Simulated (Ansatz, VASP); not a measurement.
## AlAs in VASP and in Ansatz

INCAR

```
PREC = Accurate
ENCUT = 500
EDIFF = 1E-6
ISMEAR = -1
SIGMA = 0.08
LREAL = False
LASPH = True
NELM = 120
ALGO = Normal
ISIF = 2
LWAVE = False
LCHARG = False
GGA = CA
NBANDS = 11
GGA_COMPAT = False
```

KPOINTS

```
regular mesh
0
Gamma
  11 11 11
```

File POSCAR:

```
AlAs
1.0
    0.0000000000      2.4251841544      2.4251841544
    2.4251841544      0.0000000000      2.4251841544
    2.4251841544      2.4251841544      0.0000000000
Al As
1 1
Direct
    0.0000000000      0.0000000000      0.0000000000
    0.2500000000      0.2500000000      0.2500000000
```

Input for Ansatz:

```yaml
crystal:
  lattice:
    - [0.0, 2.4251841544, 2.4251841544]
    - [2.4251841544, 0.0, 2.4251841544]
    - [2.4251841544, 2.4251841544, 0.0]
  atoms:
    - { symbol: Al, position: [0.0, 0.0, 0.0] }
    - { symbol: As, position: [0.25, 0.25, 0.25] }
kpoints:
  mp_grid: { grid: [11, 11, 11] }
scf:
  occupations: { method: fermi_dirac, width: 0.08 }
hamiltonian:
  xc: lda
  pseudopotentials: { kind: paw }
output:
  forces: true
  stress: true
  eigenvalues: true
  populations: true
```

Change from the starting cell: volume scaled by 0.64, PAW files.

Alike in both runs: task single point; functional LDA; k mesh 11 × 11 × 11; occupations fermi-dirac, width 0.08 eV; no spin polarisation.

|  | VASP | Ansatz |
| --- | --- | --- |
| version | VASP 6.6.1 | Ansatz 0.2.0 |
| potentials or method | VASP PAW LDA potentials, release 64 (Al, As) | PAW with Ansatz's default frozen-core files, scalar-relativistic |
| plane-wave cutoff (eV) | 500 | 420 |
| valence electrons in the cell | 8 | 18 |

|  | VASP | Ansatz | Ansatz less VASP |
| --- | --- | --- | --- |
| pressure (GPa) | 85.7 | 83.5 | -2.17 |

LDA's correlation is that of Perdew and Zunger in VASP and of Perdew and Wang (1992) in Ansatz. Both programs put the cell under a high pressure, so it lies far from rest at this level. VASP's potentials hold 8 valence electrons a cell and Ansatz's 18, so a difference there can come from the potentials and not from the codes.

Noted on VASP's run: the cell as given lies far from equilibrium.
